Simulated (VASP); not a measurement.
# CuO (C2/c) in VASP: a series of runs

The runs below take CuO through single point, relaxation of cell and atoms, with PBE, RPBE+D4.

Everything below comes from runs of VASP 6.6.1. Logs are shortened: lines on timing, memory, paths and dates and some standing lists are left out, and cuts for length are marked.

## Step 1: The cell of the first run

The structure is monoclinic, space group C2/c (No. 15). The conventional cell has a = 4.684 Å, b = 3.423 Å, c = 5.129 Å, α = 90.00°, β = 99.54°, γ = 90.00°. Within 2.6 Å of Cu (site symmetry -1) lie 4 O at 1.95 to 1.96 Å. O (site symmetry 2) has 6 Cu at 1.95 to 2.78 Å and 6 O at 2.62 to 2.90 Å within 3.0 Å.

## Step 2: Single point, PBE

File INCAR:

```
SYSTEM = CuO
ALGO     = Normal         ! electronic algorithm
EDIFF    = 1E-6           ! SCF threshold, eV
ENCUT    = 820            ! plane-wave cutoff, eV
GGA      = PE             ! functional
GGA_COMPAT= .FALSE.      
ISIF     = 2              ! what is computed and relaxed
ISMEAR   = 0              ! smearing method
LASPH    = .TRUE.         ! aspherical terms in the spheres
LCHARG   = .FALSE.        ! write CHGCAR
LREAL    = .FALSE.        ! projectors in reciprocal space
LWAVE    = .FALSE.        ! write WAVECAR
NBANDS   = 33             ! bands
NELM     = 120            ! most SCF steps
PREC     = Accurate       ! precision mode
SIGMA    = 0.020999999999999998 ! smearing width, eV
```

File KPOINTS:

```
k-points
0
G
  10 10 5
  0 0 0
```

File POSCAR:

```
CuO
1.0
    2.3418500000     -1.7113000000      0.0000000000
    2.3418500000      1.7113000000      0.0000000000
   -0.8500274268      0.0000000000      5.0578693947
Cu O
2 2
Direct
    0.5000000000      0.0000000000      0.5000000000
    0.0000000000      0.5000000000      0.0000000000
    0.4184000000      0.5816000000      0.7500000000
    0.5816000000      0.4184000000      0.2500000000
```

Potentials or basis: VASP PAW PBE potentials, release 64 (Cu_sv_GW, O).

On the command line:

```bash
$ cat potpaw_PBE.64/Cu_sv_GW/POTCAR potpaw_PBE.64/O/POTCAR > POTCAR
$ mpirun -np 1 vasp_std > vasp.out
```

OUTCAR:

```text
SYSTEM = CuO
   EDIFF = 1E-6
   ENCUT = 820
   GGA = PE
   ISIF = 2
   ISMEAR = 0
   LASPH = .TRUE.
   LREAL = .FALSE.
   NELM = 120
   PREC = Accurate

 ion  position               nearest neighbor table
   1  0.500  0.000  0.500-   3 1.95   4 1.95   4 1.96   3 1.96
   2  0.000  0.500  0.000-   4 1.95   3 1.95   4 1.96   3 1.96
   3  0.418  0.582  0.750-   2 1.95   1 1.95   2 1.96   1 1.96
   4  0.582  0.418  0.250-   1 1.95   2 1.95   2 1.96   1 1.96

  LATTYP: Found a base centered monoclinic cell.
 ALAT       =     4.6837000000
 B/A-ratio  =     0.7307470589
 C/A-ratio  =     1.0950317057
 COS(beta)  =    -0.1657361228

  Lattice vectors:

 A1 = (   2.3418500000,  -1.7113000000,   0.0000000000)
 A2 = (   2.3418500000,   1.7113000000,   0.0000000000)
 A3 = (  -0.8500274268,   0.0000000000,   5.0578693947)

Analysis of symmetry for initial positions (statically):
=====================================================================
 Subroutine PRICEL returns:
 Original cell was already a primitive cell.

 Routine SETGRP: Setting up the symmetry group for a
 base centered monoclinic supercell.

 Subroutine GETGRP returns: Found  4 space group operations
 (whereof  2 operations were pure point group operations)
 out of a pool of  4 trial point group operations.

The static configuration has the point symmetry S_2 .
 The point group associated with its full space group is C_2h.

Analysis of symmetry for dynamics (positions and initial velocities):
=====================================================================
 Subroutine PRICEL returns:
 Original cell was already a primitive cell.

 Routine SETGRP: Setting up the symmetry group for a
 base centered monoclinic supercell.

 Subroutine GETGRP returns: Found  4 space group operations
 (whereof  2 operations were pure point group operations)
 out of a pool of  4 trial point group operations.

The dynamic configuration has the point symmetry S_2 .
 The point group associated with its full space group is C_2h.

 Subroutine INISYM returns: Found  4 space group operations
 (whereof  2 operations are pure point group operations),
 and found     1 'primitive' translations

----------------------------------------------------------------------------------------

                                     Primitive cell

  volume of cell :      40.5399

  direct lattice vectors                    reciprocal lattice vectors
     2.341850000 -1.711300000  0.000000000     0.213506416 -0.292175539  0.035881968
     2.341850000  1.711300000  0.000000000     0.213506416  0.292175539  0.035881968
    -0.850027427  0.000000000  5.057869395     0.000000000  0.000000000  0.197711709

  length of vectors
     2.900484289  2.900484289  5.128800000     0.363646877  0.363646877  0.197711709

  position of ions in fractional coordinates (direct lattice)
     0.500000000  0.000000000  0.500000000
     0.000000000  0.500000000  0.000000000
     0.418400000  0.581600000  0.750000000
     0.581600000  0.418400000  0.250000000

  ion indices of the primitive-cell ions
   primitive index   ion index
                 1           1
                 2           2
                 3           3
                 4           4

----------------------------------------------------------------------------------------

 KPOINTS: k-points

Automatic generation of k-mesh.
 Grid dimensions read from file:
 generate k-points for:   10   10    5

 Generating k-lattice:

  Cartesian coordinates                     Fractional coordinates (reciprocal lattice)
     0.021350642 -0.029217554  0.003588197     0.100000000  0.000000000  0.000000000
     0.021350642  0.029217554  0.003588197     0.000000000  0.100000000  0.000000000
     0.000000000  0.000000000  0.039542342     0.000000000  0.000000000  0.200000000

  Length of vectors
     0.036364688  0.036364688  0.039542342

  Shift w.r.t. Gamma in fractional coordinates (k-lattice)
     0.000000000  0.000000000  0.000000000

 Subroutine IBZKPT returns following result:
 ===========================================

 Found    141 irreducible k-points:

 Following reciprocal coordinates:
            Coordinates               Weight
  0.000000  0.000000  0.000000      1.000000
  0.100000 -0.000000  0.000000      4.000000
  0.200000 -0.000000  0.000000      4.000000
  0.300000 -0.000000  0.000000      4.000000
  0.400000 -0.000000  0.000000      4.000000
  0.500000 -0.000000  0.000000      2.000000
[... 16 lines left out ...]
  0.300000  0.300000  0.000000      2.000000
  0.400000  0.300000  0.000000      4.000000
 [... further k-points ...]
   k-points           NKPTS =    141   k-points in BZ     NKDIM =    141   number of bands    NBANDS=     33
   number of dos      NEDOS =    301   number of ions     NIONS =      4
   total plane-waves  NPLWV =  37632
   dimension x,y,z NGX =    28 NGY =   28 NGZ =   48
   dimension x,y,z NGXF=    56 NGYF=   56 NGZF=   96
   ions per type =               2   2
   NGX,Y,Z   is equivalent  to a cutoff of  16.05, 16.05, 15.56 a.u.
   NGXF,Y,Z  is equivalent  to a cutoff of  32.10, 32.10, 31.12 a.u.
 SYSTEM =  CuO
   PREC   = accura    normal or accurate (medium, high low for compatibility)
   ISTART =      0    job   : 0-new  1-cont  2-samecut
   ICHARG =      2    charge: 1-file 2-atom 10-const
   ISPIN  =      1    spin polarized calculation?
   LNONCOLLINEAR =      F non collinear calculations
   LSORBIT =      F    spin-orbit coupling
   LASPH  =      T    aspherical Exc in radial PAW
   ENCUT  =  820.0 eV  60.27 Ry    7.76 a.u.   6.77  6.77 11.98*2*pi/ulx,y,z
   NELM   =    120;   NELMIN=  2; NELMDL= -5     # of ELM steps
   EDIFF  = 0.1E-05   stopping-criterion for ELM
   LREAL  =      F    real-space projection
   EDIFFG = 0.1E-04   stopping-criterion for IOM
   NSW    =      0    number of steps for IOM
   IBRION =     -1    ionic relax: 0-MD 1-quasi-New 2-CG
   NFREE  =      0    steps in history (QN), initial steepest desc. (CG)
   ISIF   =      2    stress and relaxation
   ISYM   =      2    0-nonsym 1-usesym 2-fastsym
   POTIM  = 0.5000    time-step for ionic-motion
   TEBEG  =    0.0;   TEEND  =   0.0 temperature during run
   PSTRESS=    0.0 pullay stress
   NELECT =      50.0000    total number of electrons
   NUPDOWN=      -1.0000    fix difference up-down
   EMIN   =  10.00;   EMAX   =-10.00  energy-range for DOS
   EFERMI =   0.00;   METHOD = LEGACY
   ISMEAR =     0;   SIGMA  =   0.02  broadening in eV -4-tet -1-fermi 0-gaus
   EFERMI_NEDOS =   21; number of points for ismear=-14 and -15
   IALGO  =     38    algorithm
   IMIX   =      4    mixing-type and parameters
     AMIX     =   0.40;   BMIX     =  1.00
     AMIX_MAG =   1.60;   BMIX_MAG =  1.00
  volume/ion in A,a.u.               =      10.13        68.39
  Fermi-wavevector in a.u.,A,eV,Ry     =   1.755647  3.317692 41.937193  3.082297
  Thomas-Fermi vector in A             =   2.825352
   LORBIT       =      0    0 simple, 1 ext, 2 COOP (PROOUT), +10 PAW based schemes
   GGA     = PE    functional components
   LHFCALC =     F    Hartree Fock is set to
   AEXX    =    0.0000 exact exchange contribution
   IVDW    =     0    specifies the selected vdW correction
   LEPSILON=     F    determine dielectric tensor
   LRPA    =     F    only Hartree local field effects (RPA)
 non-spin polarized calculation
 Gauss-broadening in eV      SIGMA  =   0.02
  energy-cutoff  :      820.00
  volume of cell :       40.54
 maximum number of plane-waves:      2181
   NGX = 13   NGY = 13   NGZ = 23

 number of electron      49.9999994 magnetization

 Free energy of the ion-electron system (eV)
  ---------------------------------------------------
  ext. energy  EPLUGINS =         0.00000000
  ---------------------------------------------------
  free energy    TOTEN  =       -19.68912077 eV

  energy without entropy =      -19.68855862  energy(sigma->0) =      -19.68883969

 E-fermi :   5.7488     XC(G=0): -12.2860

 val. band max:        5.7424759074   @ k =  -0.4000   0.2000   0.4000
 cond. band min:       5.7588150405   @ k =   0.5000  -0.0000   0.0000
 fundamental gap:      0.0163391331
 Fermi energy:         5.7487542961

 k-point     1 :       0.0000    0.0000    0.0000
  band No.  band energies     occupation
      1    -106.8535      2.00000
      2    -106.8530      2.00000
      3     -64.3821      2.00000
      4     -64.3820      2.00000
      5     -64.3521      2.00000
      6     -64.3433      2.00000
[... 25 lines left out ...]
     32      22.1054      0.00000
     33      22.6997      0.00000

 k-point     2 :       0.1000   -0.0000    0.0000
  band No.  band energies     occupation
      1    -106.8536      2.00000
      2    -106.8530      2.00000
      3     -64.3833      2.00000
      4     -64.3821      2.00000
      5     -64.3520      2.00000
      6     -64.3437      2.00000
[... 25 lines left out ...]
     32      21.6185      0.00000
     33      22.6790      0.00000

 k-point     3 :       0.2000   -0.0000    0.0000
  band No.  band energies     occupation
      1    -106.8534      2.00000
      2    -106.8528      2.00000
      3     -64.3866      2.00000
      4     -64.3822      2.00000
      5     -64.3513      2.00000
      6     -64.3443      2.00000
[... 25 lines left out ...]
     32      20.7589      0.00000
     33      22.2236      0.00000

 k-point     4 :       0.3000   -0.0000    0.0000
  band No.  band energies     occupation
      1    -106.8531      2.00000
      2    -106.8527      2.00000
      3     -64.3905      2.00000
      4     -64.3823      2.00000
      5     -64.3504      2.00000
      6     -64.3451      2.00000
[... 673 lines left out ...]
     32      19.5525      0.00000
     33      19.6794      0.00000

 k-point    23 :       0.3000    0.3000    0.0000
  band No.  band energies     occupation
      1    -106.8526      2.00000
      2    -106.8521      2.00000
      3     -64.3915      2.00000
      4     -64.3887      2.00000
      5     -64.3511      2.00000
      6     -64.3442      2.00000
[... 25 lines left out ...]
     32      20.2752      0.00000
     33      20.9269      0.00000

 k-point    24 :       0.4000    0.3000    0.0000
  band No.  band energies     occupation
      1    -106.8525      2.00000
      2    -106.8521      2.00000
      3     -64.3941      2.00000
      4     -64.3895      2.00000
      5     -64.3507      2.00000
      6     -64.3444      2.00000
[... 25 lines left out ...]
     32      19.0684      0.00000
     33      20.1394      0.00000

 [... further k-points ...]

------------------------ aborting loop because EDIFF is reached ----------------------------------------

  FORCE on cell =-STRESS in cart. coord.  units (eV):
  Direction    XX          YY          ZZ          XY          YZ          ZX
  --------------------------------------------------------------------------------------
  -------------------------------------------------------------------------------------
  Total        1.1686775      1.5126815      0.9791964      0.0000000      0.0000000     -0.3199915
  in kB       46.1872868     59.7826605     38.6988055      0.0000000      0.0000000    -12.6463803
  external PRESSURE =      48.2229176 kB  Pullay stress =       0.0000000 kB

 VOLUME and BASIS-vectors are now :
 -----------------------------------------------------------------------------
  energy-cutoff  :      820.00
  volume of cell :       40.54
      direct lattice vectors                 reciprocal lattice vectors
     2.341850000 -1.711300000  0.000000000     0.213506416 -0.292175539  0.035881968
     2.341850000  1.711300000  0.000000000     0.213506416  0.292175539  0.035881968
    -0.850027427  0.000000000  5.057869395     0.000000000  0.000000000  0.197711709

 POSITION                                       TOTAL-FORCE (eV/Angst)
 -----------------------------------------------------------------------------------
      0.74591     -0.85565      2.52893         0.000000      0.000000      0.000000
      1.17092      0.85565      0.00000         0.000000      0.000000      0.000000
      1.70433      0.27928      3.79340        -0.000000     -0.253713      0.000000
      2.12934     -0.27928      1.26447        -0.000000      0.253713      0.000000
 -----------------------------------------------------------------------------------
    total drift:                                0.000000      0.000000      0.000000

  FREE ENERGIE OF THE ION-ELECTRON SYSTEM (eV)
  ---------------------------------------------------
  free  energy   TOTEN  =       -19.6891207662 eV

  energy  without entropy=      -19.6885586216  energy(sigma->0) =      -19.68883969
```

Run time: 3.1 min. Hardware: 1 thread of Intel Xeon Platinum 8559C (Emerald Rapids), shared host; peak memory 0.46 GiB.

Results:

```yaml
Free_energy: -19.6891 eV
Pressure: 4.8 GPa
Largest_force: 0.254 eV/Å
Band_gap_on_the_k_mesh: zero (bands 25 and 26 overlap by 0.60 eV)
```

Forces in eV/Å, atoms in the order of the input:
```
Cu   0.000  0.000  0.000
Cu   0.000  0.000  0.000
O    0.000 -0.254  0.000
O    0.000  0.254  0.000
```

Caveat: the cell stands under pressure; semilocal functionals often make such compounds metallic where correlation or magnetic order opens a gap, which also shifts bond lengths.

(Continued in part 2 of 2.)
